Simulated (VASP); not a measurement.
Wanted: the native input for a VASP 6.6.1 run.

| Property | Result |
| --- | --- |
| Task | single point |
| Functional | r2SCANh |
| Potentials or basis | VASP PAW PBE potentials, release 64 (Na_pv, F) |
| Cutoff | 520 eV |
| k mesh | 6 × 6 × 6 |
| Occupations | gaussian, width 0.01 eV |
| Spin | no spin polarisation |
| Dipole correction | no |
| Grid for exact exchange (PRECFOCK) | Normal |
| Further INCAR settings | ALGO = Normal; EDIFF = 1e-07; NBANDS = 14 |
| Share of exact exchange | 0.1 |

Crystal: NaF.

```
Na F
1.0
     0.00000    2.53126    2.53126
     2.53126    0.00000    2.53126
     2.53126    2.53126    0.00000
Na F
1 1
Direct
  0.00000 0.00000 0.00000
  0.25000 0.25000 0.25000
```

The input as run:

POSCAR

```
NaF
1.0
    0.0000000000      2.5312613675      2.5312613675
    2.5312613675      0.0000000000      2.5312613675
    2.5312613675      2.5312613675      0.0000000000
Na F
1 1
Direct
    0.0000000000      0.0000000000      0.0000000000
    0.2500000000      0.2500000000      0.2500000000
```

INCAR.step1

```
PREC = Accurate
ENCUT = 520
EDIFF = 1E-5
ISMEAR = 0
SIGMA = 0.01
LREAL = False
LASPH = True
NELM = 100
ALGO = Normal
ISIF = 2
LWAVE = True
NBANDS = 14
GGA = PE
```

INCAR.step2

```
PREC = Accurate
ENCUT = 520
EDIFF = 1E-7
ISMEAR = 0
SIGMA = 0.01
LREAL = False
LASPH = True
NELM = 100
ALGO = Normal
ISIF = 2
LWAVE = False
LCHARG = True
METAGGA = R2SCAN
LHFCALC = True
AEXX = 0.1
LMIXTAU = True
PRECFOCK = Normal
LELF = True
LVHAR = True
NBANDS = 14
ISTART = 1
```

KPOINTS

```
Automatic mesh
0
Gamma
  6 6 6
```

Potentials or basis: VASP PAW PBE potentials, release 64 (Na_pv, F).

Command:

```sh
$ cat potpaw_PBE.64/Na_pv/POTCAR potpaw_PBE.64/F/POTCAR > POTCAR
$ cp INCAR.step1 INCAR
$ mpirun -np 1 vasp_std > vasp.out
$ cp INCAR.step2 INCAR
$ mpirun -np 1 vasp_std > vasp.out
```

Results of the run:

```yaml
Pressure: -0.5 GPa
Band_gap_on_the_k_mesh: 7.29 eV
```

Caveat: the structure was generated, so it needn't be the stable form of NaF; the PAW data sets were made with another functional, which shifts forces and pressure a little.

It took 20 min on 1 thread of Intel(R) Xeon(R) Platinum 8488C (Sapphire Rapids) (shared host), peak memory 0.16 GiB.
